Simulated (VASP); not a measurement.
# BaS in VASP: a series of runs, part 2 of 2

VASP 6.6.1.

### Step 3. Single point, PBE

Contents of INCAR:

```
ALGO = Normal
EDIFF = 1E-6
ENCUT = 500
GGA = PE
GGA_COMPAT = F
ISIF = 2
ISMEAR = -1
LASPH = T
LCHARG = F
LREAL = F
LWAVE = F
NBANDS = 15
NELM = 120
PREC = Accurate
SIGMA = 0.1
```

Contents of KPOINTS:

```
k-points
0
Gamma
  3 3 3
```

Contents of POSCAR:

```
BaS
1.0
    0.0000000000      3.1937500000      3.1937500000
    3.1937500000      0.0000000000      3.1937500000
    3.1937500000      3.1937500000      0.0000000000
Ba S
1 1
Direct
    0.0127756681     -0.0164620128     -0.0169914925
    0.5159653588      0.4829436312      0.4778825783
```

Potentials or basis: VASP PAW PBE potentials, release 64 (Ba_sv, S).

Run with:

```
$ cat potpaw_PBE.64/Ba_sv/POTCAR potpaw_PBE.64/S/POTCAR > POTCAR
$ mpirun -np 1 vasp_std > vasp.out
```

OUTCAR:

```text
EDIFF = 1E-6
   ENCUT = 500
   GGA = PE
   ISIF = 2
   ISMEAR = -1
   LASPH = T
   LREAL = F
   NELM = 120
   PREC = Accurate

 ion  position               nearest neighbor table
   1  0.013  0.984  0.983-   2 3.18   2 3.19   2 3.19   2 3.20   2 3.20   2 3.21
   2  0.516  0.483  0.478-   1 3.18   1 3.19   1 3.19   1 3.20   1 3.20   1 3.21

  LATTYP: Found a face centered cubic cell.
 ALAT       =     6.3875000000

  Lattice vectors:
[... 425 lines left out ...]
     15      11.6148      0.00000

------------------------ aborting loop because EDIFF is reached ----------------------------------------

  FORCE on cell =-STRESS in cart. coord.  units (eV):
  Direction    XX          YY          ZZ          XY          YZ          ZX
  --------------------------------------------------------------------------------------
  -------------------------------------------------------------------------------------
  Total        0.6744637      0.6687379      0.6693602     -0.0003696      0.0001514      0.0004346
  in kB       16.5857993     16.4449955     16.4602998     -0.0090878      0.0037220      0.0106870
  external PRESSURE =      16.4970316 kB  Pullay stress =       0.0000000 kB

 VOLUME and BASIS-vectors are now :
 -----------------------------------------------------------------------------
  energy-cutoff  :      500.00
  volume of cell :       65.15
      direct lattice vectors                 reciprocal lattice vectors
     0.000000000  3.193750000  3.193750000    -0.156555773  0.156555773  0.156555773
     3.193750000  0.000000000  3.193750000     0.156555773 -0.156555773  0.156555773
     3.193750000  3.193750000  0.000000000     0.156555773  0.156555773 -0.156555773

 POSITION                                       TOTAL-FORCE (eV/Angst)
 -----------------------------------------------------------------------------------
      6.28066      3.18029      3.18198        -0.030430     -0.010265      0.013786
      3.06864      3.17410      3.19027         0.030430      0.010265     -0.013786
 -----------------------------------------------------------------------------------
    total drift:                                0.000050     -0.000018     -0.000011

  FREE ENERGIE OF THE ION-ELECTRON SYSTEM (eV)
  ---------------------------------------------------
  free  energy   TOTEN  =       -10.1515479343 eV

  energy  without entropy=      -10.1515411840  energy(sigma->0) =      -10.15154456
```

OSZICAR:

```text
N       E                     dE             d eps       ncg     rms          rms(c)
DAV:   1     0.804836822908E+02    0.80484E+02   -0.66786E+03   420   0.897E+02
DAV:   2    -0.559299322659E+01   -0.86077E+02   -0.78185E+02   561   0.169E+02
DAV:   3    -0.105515400779E+02   -0.49585E+01   -0.49218E+01   591   0.421E+01
DAV:   4    -0.106478895402E+02   -0.96349E-01   -0.96333E-01   562   0.608E+00
DAV:   5    -0.106504164415E+02   -0.25269E-02   -0.25269E-02   619   0.832E-01    0.481E+00
DAV:   6    -0.101348944584E+02    0.51552E+00   -0.71645E-01   560   0.497E+00    0.323E+00
DAV:   7    -0.101358996862E+02   -0.10052E-02   -0.22202E-01   546   0.251E+00    0.217E+00
DAV:   8    -0.101494733469E+02   -0.13574E-01   -0.27160E-02   490   0.111E+00    0.238E-01
DAV:   9    -0.101505534211E+02   -0.10801E-02   -0.39264E-03   553   0.457E-01    0.147E-01
DAV:  10    -0.101514219704E+02   -0.86855E-03   -0.90168E-04   448   0.200E-01    0.602E-02
DAV:  11    -0.101515450389E+02   -0.12307E-03   -0.16237E-04   581   0.771E-02    0.114E-02
DAV:  12    -0.101515481766E+02   -0.31376E-05   -0.82715E-06   490   0.191E-02    0.640E-03
DAV:  13    -0.101515479343E+02    0.24227E-06   -0.10718E-06   514   0.647E-03
   1 F= -.10151548E+02 E0= -.10151545E+02  d E =-.675029E-05
```

stdout:

```text
POSCAR found type information on POSCAR BaS
 POSCAR found :  2 types and       2 ions
 scaLAPACK will be used
 LDA part: xc-table for (Slater+PW92), standard interpolation
 POSCAR, INCAR and KPOINTS ok, starting setup
 FFT: planning ... GRIDC
 FFT: planning ... GRID_SOFT
 FFT: planning ... GRID
 WAVECAR not read
 entering main loop
```

Wall time 32 s (1 thread of Intel Xeon 8259CL, shared host); peak memory 0.2 GiB.

Results:

| Property | Result |
| --- | --- |
| Free energy | -10.1515 eV |
| Pressure | 1.6 GPa |
| Largest force | 0.035 eV/Å |
| Band gap on the k mesh | 2.40 eV (least direct gap 2.57 eV) |

Forces in eV/Å, atoms in the order of the input:
```
Ba  -0.030 -0.010  0.014
S    0.030  0.010 -0.014
```

Caveat: the k points lie up to 0.57 Å⁻¹ apart; spin-orbit coupling is left out, which moves the levels of the heavy elements; an odd mesh through Γ misses points on the zone boundary, where band edges can lie.

### Step 4. Single point, PBE

Contents of INCAR:

```
SYSTEM = BaS
PREC     = Accurate       ! precision mode
ENCUT    = 500            ! plane-wave cutoff, eV
EDIFF    = 1E-6           ! SCF threshold, eV
ISMEAR   = -1             ! smearing method
SIGMA    = 0.1            ! smearing width, eV
LREAL    = .False.        ! projectors in reciprocal space
LASPH    = .True.         ! aspherical terms in the spheres
NELM     = 120            ! most SCF steps
ALGO     = Normal         ! electronic algorithm
ISIF     = 2              ! what is computed and relaxed
LWAVE    = .False.        ! write WAVECAR
LCHARG   = .False.        ! write CHGCAR
GGA      = PE             ! functional
NBANDS   = 15             ! bands
GGA_COMPAT= .False.
```

Contents of KPOINTS:

```
regular mesh
0
Gamma
  3 3 3
  0 0 0
```

Contents of POSCAR:

```
BaS
1.0
    0.0000000000      3.1937500000      3.1937500000
    3.1937500000      0.0000000000      3.1937500000
    3.1937500000      3.1937500000      0.0000000000
Ba S
1 1
Direct
    0.0136914813     -0.0174712388     -0.0181285134
    0.5150494973      0.4839528186      0.4790196543
```

Potentials or basis: VASP PAW PBE potentials, release 64 (Ba_sv, S).

Run with:

```
$ cat potpaw_PBE.64/Ba_sv/POTCAR potpaw_PBE.64/S/POTCAR > POTCAR
$ mpirun -np 1 vasp_std > vasp.out
```

OUTCAR:

```text
SYSTEM = BaS
   PREC = Accurate
   ENCUT = 500
   EDIFF = 1E-6
   ISMEAR = -1
   LREAL = .False.
   LASPH = .True.
   NELM = 120
   ISIF = 2
   GGA = PE

 ion  position               nearest neighbor table
   1  0.014  0.983  0.982-   2 3.18   2 3.19   2 3.19   2 3.20   2 3.20   2 3.20
   2  0.515  0.484  0.479-   1 3.18   1 3.19   1 3.19   1 3.20   1 3.20   1 3.20

  LATTYP: Found a face centered cubic cell.
 ALAT       =     6.3875000000

  Lattice vectors:

[... 424 lines left out ...]
     15      11.6148      0.00000

------------------------ aborting loop because EDIFF is reached ----------------------------------------

  FORCE on cell =-STRESS in cart. coord.  units (eV):
  Direction    XX          YY          ZZ          XY          YZ          ZX
  --------------------------------------------------------------------------------------
  -------------------------------------------------------------------------------------
  Total        0.6693139      0.6693151      0.6704232     -0.0001130      0.0001246      0.0001112
  in kB       16.4591596     16.4591911     16.4864403     -0.0027792      0.0030641      0.0027344
  external PRESSURE =      16.4682637 kB  Pullay stress =       0.0000000 kB

 VOLUME and BASIS-vectors are now :
 -----------------------------------------------------------------------------
  energy-cutoff  :      500.00
  volume of cell :       65.15
      direct lattice vectors                 reciprocal lattice vectors
     0.000000000  3.193750000  3.193750000    -0.156555773  0.156555773  0.156555773
     3.193750000  0.000000000  3.193750000     0.156555773 -0.156555773  0.156555773
     3.193750000  3.193750000  0.000000000     0.156555773  0.156555773 -0.156555773

 POSITION                                       TOTAL-FORCE (eV/Angst)
 -----------------------------------------------------------------------------------
      6.27380      3.17958      3.18168        -0.007566     -0.007930      0.014771
      3.07549      3.17481      3.19056         0.007566      0.007930     -0.014771
 -----------------------------------------------------------------------------------
    total drift:                                0.000034     -0.000027     -0.000027

  FREE ENERGIE OF THE ION-ELECTRON SYSTEM (eV)
  ---------------------------------------------------
  free  energy   TOTEN  =       -10.1518121541 eV

  energy  without entropy=      -10.1518053606  energy(sigma->0) =      -10.15180876
```

OSZICAR:

```text
N       E                     dE             d eps       ncg     rms          rms(c)
DAV:   1     0.803332160843E+02    0.80333E+02   -0.66777E+03   420   0.896E+02
DAV:   2    -0.559501232032E+01   -0.85928E+02   -0.78085E+02   561   0.170E+02
DAV:   3    -0.105503903044E+02   -0.49554E+01   -0.49184E+01   591   0.421E+01
DAV:   4    -0.106480439479E+02   -0.97654E-01   -0.97637E-01   555   0.611E+00
DAV:   5    -0.106506206672E+02   -0.25767E-02   -0.25767E-02   618   0.836E-01    0.481E+00
DAV:   6    -0.101351284589E+02    0.51549E+00   -0.71598E-01   560   0.497E+00    0.323E+00
DAV:   7    -0.101361753304E+02   -0.10469E-02   -0.22273E-01   546   0.251E+00    0.217E+00
DAV:   8    -0.101497399868E+02   -0.13565E-01   -0.27236E-02   490   0.111E+00    0.238E-01
DAV:   9    -0.101508173133E+02   -0.10773E-02   -0.39472E-03   553   0.458E-01    0.147E-01
DAV:  10    -0.101516856033E+02   -0.86829E-03   -0.90106E-04   448   0.200E-01    0.607E-02
DAV:  11    -0.101518092720E+02   -0.12367E-03   -0.16355E-04   581   0.773E-02    0.114E-02
DAV:  12    -0.101518124504E+02   -0.31784E-05   -0.86116E-06   490   0.195E-02    0.657E-03
DAV:  13    -0.101518121541E+02    0.29631E-06   -0.10977E-06   507   0.654E-03
   1 F= -.10151812E+02 E0= -.10151809E+02  d E =-.679345E-05
```

Run time: 28 s. Hardware: 1 thread of Intel Xeon 8259CL, shared host; peak memory 0.2 GiB.

What came out:

* Free energy: -10.1518 eV
* Pressure: 1.6 GPa
* Largest force: 0.018 eV/Å
* Band gap on the k mesh: 2.40 eV (least direct gap 2.57 eV)

Forces in eV/Å, atoms in the order of the input:
```
Ba  -0.008 -0.008  0.015
S    0.008  0.008 -0.015
```

Levels at points of the mesh, in eV from the valence-band top:
```csv
k point,band 6,band 7,band 8,band 9,band 10,band 11
"(0.00, 0.00, 0.00)",0.00,0.00,0.00,3.58,3.84,3.84
```

Caveat: the k points lie up to 0.57 Å⁻¹ apart; spin-orbit coupling is left out, which moves the levels of the heavy elements; an odd mesh through Γ misses points on the zone boundary, where band edges can lie.

### Step 5. Overview

```csv
cell,gap on the mesh (eV),pressure (GPa),largest force (eV/Å)
"as given, atomic positions A",2.41,1.7,0.12
"as given, atomic positions B",2.40,1.6,0.03
"as given, atomic positions C",2.40,1.6,0.02
```

Alike in all rows: task single point; level PBE; potentials or basis VASP PAW PBE potentials, release 64 (Ba_sv, S); no spin polarisation; k mesh 3 × 3 × 3; cutoff (eV) 500; smearing fermi-dirac 0.1 eV.

Caveats: all runs use coarse meshes; spin-orbit coupling is left out, which moves the levels of the heavy elements; an odd mesh through Γ misses points on the zone boundary, where band edges can lie.

Total energies depend on the potentials used, so only differences within one code and one set of settings carry meaning.
